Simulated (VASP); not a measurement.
Here is a VASP 6.6.1 calculation.

File INCAR:

```
PREC     = Accurate       # precision mode
ENCUT    = 520            # plane-wave cutoff, eV
EDIFF    = 1E-6           # SCF threshold, eV
ISMEAR   = -1             # smearing method
SIGMA    = 0.02           # smearing width, eV
LREAL    = Auto         
LASPH    = True           # aspherical terms in the spheres
NELM     = 80             # most SCF steps
ALGO     = Normal         # electronic algorithm
ISIF     = 2              # what is computed and relaxed
LWAVE    = False          # write WAVECAR
LCHARG   = True           # write CHGCAR
GGA      = PE             # functional
IVDW     = 12             # dispersion correction
LELF     = True           # ELF
LVHAR    = True         
NBANDS   = 34             # bands
```

File KPOINTS:

```
regular mesh
0
Gamma
  1 1 1
```

File POSCAR:

```
H11NO4
1.0
    5.4175020000      0.0000000000      0.0000000000
    0.0000000000      5.4175020000      0.0000000000
    0.0000000000      0.0000000000      5.4175020000
O H N
4 11 1
Direct
    0.9380707197      0.6084169420      0.2980155799
    0.8722101072      1.0273738708      0.9672539115
    0.4735761980      0.4561511929      0.8722101072
    0.7742682882      0.1651683746      0.4793906860
    0.7650389423      0.6445959780      0.3448083637
    0.9933545018      0.4509089244      0.3471157002
    0.7265156524      1.1178214609      0.9978768813
    0.9709087325      1.0224454001      1.1113793774
    0.4638669261      0.5938714928      0.7737514449
    0.3446976116      0.3328655901      0.8466079016
    0.7839775601      0.2506874940      0.6424363111
    0.8534376176      0.0086755852      0.5584492631
    0.2323764717      0.9200181191      0.5910288543
    0.5092199320      1.0400919095      0.5084446669
    0.3804890150      0.8226485196      0.3547945160
    0.4022333540      0.8974062215      0.5126901661
```

Potentials or basis: VASP PAW PBE potentials, release 64 (O, H, N).

Launch:

```bash
$ cat potpaw_PBE.64/O/POTCAR potpaw_PBE.64/H/POTCAR potpaw_PBE.64/N/POTCAR > POTCAR
$ mpirun -np 1 vasp_gam > vasp.out
```

Task: What does it give for the pressure?

Result: 4.6 GPa.

Task: Estimate the dispersion energy per atom.

Result: -0.034 eV.

Stress tensor (GPa, compression positive):
```
 3.09  3.11  0.62
 3.11  5.87 -0.73
 0.62 -0.73  4.75
```

Caveat: the k points lie up to 1.16 Å⁻¹ apart; the atoms stand as in a frame of molecular dynamics.
